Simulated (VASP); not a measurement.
# TiN (Fm-3m) in VASP: notebook

TiN is run at these levels: PBE; tasks: single point.

Everything below comes from runs of VASP 6.6.1. Logs are shortened: lines on timing, memory, paths and dates and some standing lists are left out, and cuts for length are marked.

**1. The cell of the first run**

Symmetry: Fm-3m, No. 225, cubic system. Conventional cell: a = 4.303 Å, b = 4.303 Å, c = 4.303 Å, α = 90.00°, β = 90.00°, γ = 90.00°. Within 2.8 Å of Ti (site symmetry m-3m) lie 6 N at 2.15 Å. N (site symmetry m-3m) has 6 Ti at 2.15 Å within 2.8 Å.

**2. Single point, PBE (9.96 Å³/atom)**

INCAR

```
SYSTEM = TiN
ALGO = Normal ; EDIFF = 1E-6
ENCUT = 520 ; GGA = PE
ISIF = 2 ; ISMEAR = 0
LASPH = .True. ; LCHARG = .False.
LREAL = .False. ; LWAVE = .False.
NBANDS = 16 ; NELM = 80
PREC = Accurate ; SIGMA = 0.15
```

KPOINTS

```
k-points
0
Gamma
  20 20 20
  0 0 0
```

POSCAR

```
TiN
1.0
    0.0000000000      2.1512702067      2.1512702067
    2.1512702067      0.0000000000      2.1512702067
    2.1512702067      2.1512702067      0.0000000000
Ti N
1 1
Direct
    0.0000000000      0.0000000000      0.0000000000
    0.5000000000      0.5000000000      0.5000000000
```

Potentials or basis: VASP PAW PBE potentials, release 64 (Ti_sv, N).

Command:

```sh
$ cat potpaw_PBE.64/Ti_sv/POTCAR potpaw_PBE.64/N/POTCAR > POTCAR
$ mpirun -np 1 vasp_std > vasp.out
```

OUTCAR:

```text
SYSTEM = TiN
   EDIFF = 1E-6
   ENCUT = 520
   GGA = PE
   ISIF = 2
   ISMEAR = 0
   LASPH = .True.
   LREAL = .False.
   NELM = 80
   PREC = Accurate

 ion  position               nearest neighbor table
   1  0.000  0.000  0.000-   2 2.15   2 2.15   2 2.15   2 2.15   2 2.15   2 2.15
   2  0.500  0.500  0.500-   1 2.15   1 2.15   1 2.15   1 2.15   1 2.15   1 2.15

  LATTYP: Found a face centered cubic cell.
 ALAT       =     4.3025404134

  Lattice vectors:

 A1 = (   0.0000000000,   2.1512702067,   2.1512702067)
 A2 = (   2.1512702067,   0.0000000000,   2.1512702067)
 A3 = (   2.1512702067,   2.1512702067,   0.0000000000)

Analysis of symmetry for initial positions (statically):
=====================================================================
 Subroutine PRICEL returns:
 Original cell was already a primitive cell.

 Routine SETGRP: Setting up the symmetry group for a
 face centered cubic supercell.

 Subroutine GETGRP returns: Found 48 space group operations
 (whereof 48 operations were pure point group operations)
 out of a pool of 48 trial point group operations.

The static configuration has the point symmetry O_h .

Analysis of symmetry for dynamics (positions and initial velocities):
=====================================================================
 Subroutine PRICEL returns:
 Original cell was already a primitive cell.

 Routine SETGRP: Setting up the symmetry group for a
 face centered cubic supercell.

 Subroutine GETGRP returns: Found 48 space group operations
 (whereof 48 operations were pure point group operations)
 out of a pool of 48 trial point group operations.

The dynamic configuration has the point symmetry O_h .

 Subroutine INISYM returns: Found 48 space group operations
 (whereof 48 operations are pure point group operations),
 and found     1 'primitive' translations

----------------------------------------------------------------------------------------

                                     Primitive cell

  volume of cell :      19.9120

  direct lattice vectors                    reciprocal lattice vectors
     0.000000000  2.151270207  2.151270207    -0.232420827  0.232420827  0.232420827
     2.151270207  0.000000000  2.151270207     0.232420827 -0.232420827  0.232420827
     2.151270207  2.151270207  0.000000000     0.232420827  0.232420827 -0.232420827

  length of vectors
     3.042355503  3.042355503  3.042355503     0.402564681  0.402564681  0.402564681

  position of ions in fractional coordinates (direct lattice)
     0.000000000  0.000000000  0.000000000
     0.500000000  0.500000000  0.500000000

  ion indices of the primitive-cell ions
   primitive index   ion index
                 1           1
                 2           2

----------------------------------------------------------------------------------------

 KPOINTS: k-points

Automatic generation of k-mesh.
 Grid dimensions read from file:
 generate k-points for:   20   20   20

 Generating k-lattice:

  Cartesian coordinates                     Fractional coordinates (reciprocal lattice)
    -0.011621041  0.011621041  0.011621041     0.050000000  0.000000000  0.000000000
     0.011621041 -0.011621041  0.011621041     0.000000000  0.050000000  0.000000000
     0.011621041  0.011621041 -0.011621041     0.000000000  0.000000000  0.050000000

  Length of vectors
     0.020128234  0.020128234  0.020128234

  Shift w.r.t. Gamma in fractional coordinates (k-lattice)
     0.000000000  0.000000000  0.000000000

 Subroutine IBZKPT returns following result:
 ===========================================

 Found    256 irreducible k-points:

 Following reciprocal coordinates:
            Coordinates               Weight
  0.000000  0.000000  0.000000      1.000000
  0.050000  0.000000  0.000000      8.000000
  0.100000  0.000000  0.000000      8.000000
  0.150000  0.000000  0.000000      8.000000
  0.200000  0.000000  0.000000      8.000000
  0.250000  0.000000  0.000000      8.000000
[... 16 lines left out ...]
 -0.400000  0.050000  0.000000     24.000000
 -0.350000  0.050000  0.000000     24.000000
 [... further k-points ...]
   k-points           NKPTS =    256   k-points in BZ     NKDIM =    256   number of bands    NBANDS=     16
   number of dos      NEDOS =    301   number of ions     NIONS =      2
   total plane-waves  NPLWV =  13824
   dimension x,y,z NGX =    24 NGY =   24 NGZ =   24
   dimension x,y,z NGXF=    48 NGYF=   48 NGZF=   48
   ions per type =               1   1
   NGX,Y,Z   is equivalent  to a cutoff of  13.11, 13.11, 13.11 a.u.
   NGXF,Y,Z  is equivalent  to a cutoff of  26.23, 26.23, 26.23 a.u.
 SYSTEM =  TiN
   PREC   = accura    normal or accurate (medium, high low for compatibility)
   ISTART =      0    job   : 0-new  1-cont  2-samecut
   ICHARG =      2    charge: 1-file 2-atom 10-const
   ISPIN  =      1    spin polarized calculation?
   LNONCOLLINEAR =      F non collinear calculations
   LSORBIT =      F    spin-orbit coupling
   LASPH  =      T    aspherical Exc in radial PAW
   ENCUT  =  520.0 eV  38.22 Ry    6.18 a.u.   5.66  5.66  5.66*2*pi/ulx,y,z
   NELM   =     80;   NELMIN=  2; NELMDL= -5     # of ELM steps
   EDIFF  = 0.1E-05   stopping-criterion for ELM
   LREAL  =      F    real-space projection
[... 7 lines left out ...]
   TEBEG  =    0.0;   TEEND  =   0.0 temperature during run
   PSTRESS=    0.0 pullay stress
   NELECT =      17.0000    total number of electrons
   NUPDOWN=      -1.0000    fix difference up-down
   EMIN   =  10.00;   EMAX   =-10.00  energy-range for DOS
   EFERMI =   0.00;   METHOD = LEGACY
   ISMEAR =     0;   SIGMA  =   0.15  broadening in eV -4-tet -1-fermi 0-gaus
   EFERMI_NEDOS =   21; number of points for ismear=-14 and -15
   IALGO  =     38    algorithm
   IMIX   =      4    mixing-type and parameters
     AMIX     =   0.40;   BMIX     =  1.00
     AMIX_MAG =   1.60;   BMIX_MAG =  1.00
  volume/ion in A,a.u.               =       9.96        67.19
  Fermi-wavevector in a.u.,A,eV,Ry     =   1.553053  2.934844 32.816878  2.411973
  Thomas-Fermi vector in A             =   2.657339
   LORBIT       =      0    0 simple, 1 ext, 2 COOP (PROOUT), +10 PAW based schemes
   GGA     = PE    functional components
   LHFCALC =     F    Hartree Fock is set to
   AEXX    =    0.0000 exact exchange contribution
   IVDW    =     0    specifies the selected vdW correction
   LEPSILON=     F    determine dielectric tensor
   LRPA    =     F    only Hartree local field effects (RPA)
 non-spin polarized calculation
 Gauss-broadening in eV      SIGMA  =   0.15
  energy-cutoff  :      520.00
  volume of cell :       19.91
 maximum number of plane-waves:       548
   NGX = 11   NGY = 11   NGZ = 11

 number of electron      17.0000002 magnetization

 Free energy of the ion-electron system (eV)
  ---------------------------------------------------
  ext. energy  EPLUGINS =         0.00000000
  ---------------------------------------------------
  free energy    TOTEN  =       -19.62047305 eV

  energy without entropy =      -19.61115650  energy(sigma->0) =      -19.61581477

 E-fermi :  10.8747     XC(G=0): -12.7855

 val. band max:       10.8690687736   @ k =  -0.1500   0.2000   0.0500
 cond. band min:      10.8759423668   @ k =   0.2500   0.0500   0.0000
 fundamental gap:      0.0068735933
 Fermi energy:        10.8747498436

 k-point     1 :       0.0000    0.0000    0.0000
  band No.  band energies     occupation
      1     -47.0586      2.00000
      2     -23.0662      2.00000
      3     -23.0662      2.00000
      4     -23.0662      2.00000
      5      -5.9596      2.00000
      6       8.8916      2.00000
[... 8 lines left out ...]
     15      23.9198      0.00000
     16      30.0513      0.00000

 k-point     2 :       0.0500    0.0000    0.0000
  band No.  band energies     occupation
      1     -47.0566      2.00000
      2     -23.0802      2.00000
      3     -23.0674      2.00000
      4     -23.0674      2.00000
      5      -5.9142      2.00000
      6       8.6010      2.00000
[... 8 lines left out ...]
     15      23.9465      0.00000
     16      29.9877      0.00000

 k-point     3 :       0.1000    0.0000    0.0000
  band No.  band energies     occupation
      1     -47.0510      2.00000
      2     -23.1207      2.00000
      3     -23.0710      2.00000
      4     -23.0710      2.00000
      5      -5.7807      2.00000
      6       7.9505      2.00000
[... 8 lines left out ...]
     15      23.9797      0.00000
     16      29.7795      0.00000

 k-point     4 :       0.1500    0.0000    0.0000
  band No.  band energies     occupation
      1     -47.0422      2.00000
      2     -23.1832      2.00000
      3     -23.0764      2.00000
      4     -23.0764      2.00000
      5      -5.5673      2.00000
      6       7.1587      2.00000
[... 8 lines left out ...]
     15      23.9128      0.00000
     16      29.3640      0.00000

 k-point     5 :       0.2000    0.0000    0.0000
  band No.  band energies     occupation
      1     -47.0312      2.00000
      2     -23.2609      2.00000
      3     -23.0833      2.00000
      4     -23.0833      2.00000
      5      -5.2873      2.00000
      6       6.3227      2.00000
[... 8 lines left out ...]
     15      23.6931      0.00000
     16      28.7199      0.00000

 k-point     6 :       0.2500    0.0000    0.0000
  band No.  band energies     occupation
      1     -47.0189      2.00000
      2     -23.3460      2.00000
      3     -23.0909      2.00000
      4     -23.0909      2.00000
      5      -4.9593      2.00000
      6       5.4999      2.00000
[... 8 lines left out ...]
     15      23.4232      0.00000
     16      27.9132      0.00000
[... 267 lines left out ...]
 k-point    21 :       0.5000    0.0500    0.0000
  band No.  band energies     occupation
      1     -46.9782      2.00000
      2     -23.6068      2.00000
      3     -23.1232      2.00000
      4     -23.1185      2.00000
      5      -3.7086      2.00000
      6       3.1352      2.00000
[... 8 lines left out ...]
     15      23.9803      0.00000
     16      24.9813      0.00000

 k-point    22 :      -0.4500    0.0500    0.0000
  band No.  band energies     occupation
      1     -46.9789      2.00000
      2     -23.6026      2.00000
      3     -23.1255      2.00000
      4     -23.1154      2.00000
      5      -3.7321      2.00000
      6       3.1729      2.00000
[... 8 lines left out ...]
     15      23.9427      0.00000
     16      24.9963      0.00000

 k-point    23 :      -0.4000    0.0500    0.0000
  band No.  band energies     occupation
      1     -46.9833      2.00000
      2     -23.5737      2.00000
      3     -23.1251      2.00000
      4     -23.1102      2.00000
      5      -3.8917      2.00000
      6       3.4350      2.00000
[... 8 lines left out ...]
     15      23.7331      0.00000
     16      25.2750      0.00000

 k-point    24 :      -0.3500    0.0500    0.0000
  band No.  band energies     occupation
      1     -46.9911      2.00000
      2     -23.5227      2.00000
      3     -23.1221      2.00000
      4     -23.1032      2.00000
      5      -4.1552      2.00000
      6       3.8892      2.00000
[... 8 lines left out ...]
     15      23.4613      0.00000
     16      25.7699      0.00000

 [... further k-points ...]

------------------------ aborting loop because EDIFF is reached ----------------------------------------

  FORCE on cell =-STRESS in cart. coord.  units (eV):
  Direction    XX          YY          ZZ          XY          YZ          ZX
  --------------------------------------------------------------------------------------
  -------------------------------------------------------------------------------------
  Total       -1.1861323     -1.1861323     -1.1861323     -0.0000000     -0.0000000     -0.0000000
  in kB      -95.4396510    -95.4396510    -95.4396510     -0.0000000     -0.0000000     -0.0000000
  external PRESSURE =     -95.4396510 kB  Pullay stress =       0.0000000 kB

 VOLUME and BASIS-vectors are now :
 -----------------------------------------------------------------------------
  energy-cutoff  :      520.00
  volume of cell :       19.91
      direct lattice vectors                 reciprocal lattice vectors
     0.000000000  2.151270207  2.151270207    -0.232420827  0.232420827  0.232420827
     2.151270207  0.000000000  2.151270207     0.232420827 -0.232420827  0.232420827
     2.151270207  2.151270207  0.000000000     0.232420827  0.232420827 -0.232420827

 POSITION                                       TOTAL-FORCE (eV/Angst)
 -----------------------------------------------------------------------------------
      0.00000      0.00000      0.00000        -0.000000      0.000000     -0.000000
      2.15127      2.15127      2.15127         0.000000     -0.000000      0.000000
 -----------------------------------------------------------------------------------
    total drift:                                0.000000     -0.000000     -0.000000

  FREE ENERGIE OF THE ION-ELECTRON SYSTEM (eV)
  ---------------------------------------------------
  free  energy   TOTEN  =       -19.6204730493 eV

  energy  without entropy=      -19.6111564977  energy(sigma->0) =      -19.61581477
```

Wall time 32 s (1 thread of Intel Xeon 6975P-C (Granite Rapids), shared host); peak memory 0.2 GiB.

Results:

```
Free energy            : -19.6205 eV
Pressure               : -9.5 GPa
Band gap on the k mesh : zero (an odd number of electrons rules out a gap without spin polarisation)
```

Caveat: the cell stands under tension.

**3. Single point, PBE (10.34 Å³/atom)**

This run uses another cell than the first one, of 10.34 Å³/atom.

INCAR

```
  PREC = Accurate
  ENCUT = 520
  EDIFF = 1E-6
  ISMEAR = 0
  SIGMA = 0.15
  LREAL = F
  LASPH = T
  NELM = 80
  ALGO = Normal
  ISIF = 2
  LWAVE = F
  LCHARG = F
  GGA = PE
  NBANDS = 16
```

KPOINTS

```
Automatic mesh
0
Gamma
  20 20 20
```

POSCAR

```
TiN
1.0
    0.0000000000      2.1785097691      2.1785097691
    2.1785097691      0.0000000000      2.1785097691
    2.1785097691      2.1785097691      0.0000000000
Ti N
1 1
Direct
    0.0000000000      0.0000000000      0.0000000000
    0.5000000000      0.5000000000      0.5000000000
```

Potentials or basis: VASP PAW PBE potentials, release 64 (Ti_sv, N).

Command:

```sh
$ cat potpaw_PBE.64/Ti_sv/POTCAR potpaw_PBE.64/N/POTCAR > POTCAR
$ mpirun -np 1 vasp_std > vasp.out
```

Wall time 33 s (1 thread of Intel Xeon 6975P-C (Granite Rapids), shared host); peak memory 0.2 GiB.

Results (log left out):

```
Free energy            : -19.5556 eV
Pressure               : -17.7 GPa
Band gap on the k mesh : zero (an odd number of electrons rules out a gap without spin polarisation)
```

Levels at points of the mesh, in eV from the Fermi level:
```csv
k point,band 5,band 6,band 7,band 8,band 9,band 10,band 11,band 12,band 13,band 14
"(0.00, 0.00, 0.00)",-16.60,-1.93,-1.93,-1.93,-0.55,-0.55,-0.55,0.51,0.51,4.55
"(0.50, 0.00, 0.00)",-14.47,-7.57,-5.05,-5.05,1.47,1.47,2.06,5.13,5.13,5.70
"(0.50, 0.50, 0.00)",-15.24,-5.61,-3.09,-3.09,-2.73,1.44,2.09,2.09,3.04,9.59
```

Caveat: the cell stands under tension.

**4. Single point, PBE (10.72 Å³/atom)**

This run uses another cell than the first one, of 10.72 Å³/atom.

INCAR

```
SYSTEM = TiN
  PREC = Accurate
  ENCUT = 520
  EDIFF = 1E-6
  ISMEAR = 0
  SIGMA = 0.15
  LREAL = .False.
  LASPH = .True.
  NELM = 80
  ALGO = Normal
  ISIF = 2
  LWAVE = .False.
  LCHARG = .False.
  GGA = PE
  NBANDS = 16
```

KPOINTS

```
Automatic mesh
0
Gamma
  20 20 20
  0 0 0
```

POSCAR

```
TiN
1.0
    0.0000000000      2.2050846580      2.2050846580
    2.2050846580      0.0000000000      2.2050846580
    2.2050846580      2.2050846580      0.0000000000
Ti N
1 1
Direct
    0.0000000000      0.0000000000      0.0000000000
    0.5000000000      0.5000000000      0.5000000000
```

Potentials or basis: VASP PAW PBE potentials, release 64 (Ti_sv, N).

Command:

```sh
$ cat potpaw_PBE.64/Ti_sv/POTCAR potpaw_PBE.64/N/POTCAR > POTCAR
$ mpirun -np 1 vasp_std > vasp.out
```

OUTCAR:

```text
SYSTEM = TiN
   PREC = Accurate
   ENCUT = 520
   EDIFF = 1E-6
   ISMEAR = 0
   LREAL = .False.
   LASPH = .True.
   NELM = 80
   ISIF = 2
   GGA = PE

 ion  position               nearest neighbor table
   1  0.000  0.000  0.000-   2 2.21   2 2.21   2 2.21   2 2.21   2 2.21   2 2.21
   2  0.500  0.500  0.500-   1 2.21   1 2.21   1 2.21   1 2.21   1 2.21   1 2.21

  LATTYP: Found a face centered cubic cell.
 ALAT       =     4.4101693160

  Lattice vectors:

 A1 = (   0.0000000000,   2.2050846580,   2.2050846580)
 A2 = (   2.2050846580,   0.0000000000,   2.2050846580)
 A3 = (   2.2050846580,   2.2050846580,   0.0000000000)

Analysis of symmetry for initial positions (statically):
=====================================================================
 Subroutine PRICEL returns:
 Original cell was already a primitive cell.

 Routine SETGRP: Setting up the symmetry group for a
 face centered cubic supercell.

 Subroutine GETGRP returns: Found 48 space group operations
 (whereof 48 operations were pure point group operations)
 out of a pool of 48 trial point group operations.

The static configuration has the point symmetry O_h .

Analysis of symmetry for dynamics (positions and initial velocities):
=====================================================================
[... 163 lines left out ...]
 Fermi energy:         9.9121906423

 k-point     1 :       0.0000    0.0000    0.0000
  band No.  band energies     occupation
      1     -48.1244      2.00000
      2     -24.1703      2.00000
      3     -24.1703      2.00000
      4     -24.1703      2.00000
      5      -6.4541      2.00000
      6       8.0426      2.00000
[... 433 lines left out ...]
      3     -24.2141      2.00000
      4     -24.2000      2.00000
      5      -4.8683      2.00000
      6       3.3277      2.00000
[... 8 lines left out ...]
     15      21.6989      0.00000
     16      24.0970      0.00000

 [... further k-points ...]

------------------------ aborting loop because EDIFF is reached ----------------------------------------

  FORCE on cell =-STRESS in cart. coord.  units (eV):
  Direction    XX          YY          ZZ          XY          YZ          ZX
  --------------------------------------------------------------------------------------
  -------------------------------------------------------------------------------------
  Total       -3.2581883     -3.2581883     -3.2581883     -0.0000000      0.0000000      0.0000000
  in kB     -243.4338465   -243.4338465   -243.4338465     -0.0000000      0.0000000      0.0000000
  external PRESSURE =    -243.4338465 kB  Pullay stress =       0.0000000 kB

 VOLUME and BASIS-vectors are now :
 -----------------------------------------------------------------------------
  energy-cutoff  :      520.00
  volume of cell :       21.44
      direct lattice vectors                 reciprocal lattice vectors
     0.000000000  2.205084658  2.205084658    -0.226748664  0.226748664  0.226748664
     2.205084658  0.000000000  2.205084658     0.226748664 -0.226748664  0.226748664
     2.205084658  2.205084658  0.000000000     0.226748664  0.226748664 -0.226748664

 POSITION                                       TOTAL-FORCE (eV/Angst)
 -----------------------------------------------------------------------------------
      0.00000      0.00000      0.00000         0.000000     -0.000000      0.000000
      2.20508      2.20508      2.20508         0.000000      0.000000      0.000000
 -----------------------------------------------------------------------------------
    total drift:                                0.000000     -0.000000     -0.000000

  FREE ENERGIE OF THE ION-ELECTRON SYSTEM (eV)
  ---------------------------------------------------
  free  energy   TOTEN  =       -19.4555633435 eV

  energy  without entropy=      -19.4448934585  energy(sigma->0) =      -19.45022840
```

It took 33 s on 1 thread of Intel Xeon 6975P-C (Granite Rapids), shared host; peak memory 0.2 GiB.

What came out:

```yaml
Free_energy: -19.4556 eV
Pressure: -24.3 GPa
Band_gap_on_the_k_mesh: zero (an odd number of electrons rules out a gap without spin polarisation)
```

Caveat: the cell stands under tension.

**5. The runs side by side**

```tsv
cell	gap on the mesh (eV)	pressure (GPa)
a = 3.042 Å, angles 60.0°, 2 atoms	none	-9.5
a = 3.081 Å, angles 60.0°, 2 atoms	none	-17.7
a = 3.118 Å, angles 60.0°, 2 atoms	none	-24.3
```

Alike in all rows: task single point; level PBE; potentials or basis VASP PAW PBE potentials, release 64 (Ti_sv, N); no spin polarisation; k mesh 20 × 20 × 20; cutoff (eV) 520; smearing gaussian 0.15 eV.

Caveats: the cell stands under tension.

Absolute energies hang on the potentials; compare differences alone.
